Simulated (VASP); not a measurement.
Sn2Sb3Te:

```xyz
6
Lattice="4.3300 0.0000 0.0000 -2.1650 3.7499 0.0000 0.0000 0.0000 10.6000" Properties=species:S:1:pos:R:3 pbc="T T T"
Sn    0.0000    2.4999    1.7490
Sn    2.1650    1.2500    8.8510
Sb    0.0000    2.4999    6.9960
Sb    0.0000    0.0000    5.3000
Sb    2.1650    1.2500    3.6040
Te    0.0000    0.0000    0.0000
```

| Item | Value |
| --- | --- |
| Program | VASP 6.6.1 |
| Task | relaxation of cell and atoms |
| Functional | PBE |
| Potentials or basis | VASP PAW PBE potentials, release 64 (Sn_d, Sb, Te) |
| Cutoff | 600 eV |
| k mesh | 4 × 4 × 2 |
| Occupations | gaussian, width 0.2 eV |
| Spin | no spin polarisation |

At the start: pressure 3.6 GPa; volume 28.69 Å³/atom.

Q: How do energy, volume and symmetry change on relaxing?

A: Over 5 steps the energy falls by 35.6 meV/atom and the volume is 30.44 Å³/atom (+6.1 %); space group P-3m1 (No. 164, to 0.1 Å) before and after.

Step by step:
```tsv
step	energy change (eV)	largest force (eV/Å)	pressure (GPa)	volume (Å³)
1	0.0000	0.7947	3.59	172.11
2	-0.1628	0.4110	-1.24	188.64
3	-0.1724	0.4751	-0.43	185.24
4	-0.1966	0.3214	-0.22	184.30
5	-0.2137	0.0717	0.19	182.62
```

Final structure:
```cif
data_structure
_symmetry_space_group_name_H-M 'P 1'
_symmetry_Int_Tables_number 1
_cell_length_a 4.4281
_cell_length_b 4.4281
_cell_length_c 10.7544
_cell_angle_alpha 90.000
_cell_angle_beta 90.000
_cell_angle_gamma 120.000
_cell_volume 182.62
loop_
_atom_site_label
_atom_site_type_symbol
_atom_site_fract_x
_atom_site_fract_y
_atom_site_fract_z
_atom_site_occupancy
Sn1 Sn 0.33333 0.66667 0.17429 1
Sn2 Sn 0.66667 0.33333 0.82571 1
Sb1 Sb 0.33333 0.66667 0.66431 1
Sb2 Sb 0.00000 0.00000 0.50000 1
Sb3 Sb 0.66667 0.33333 0.33569 1
Te1 Te 0.00000 0.00000 0.00000 1
```

Caveat: the k points lie up to 0.41 Å⁻¹ apart in the final cell, too coarse for converged energies and pressures of a metal; an odd number of electrons without spin polarisation forces a metal; a magnetic or distorted state may lie lower; the relaxation stopped at a loose force limit of 0.08 eV/Å, so its end isn't a converged minimum.
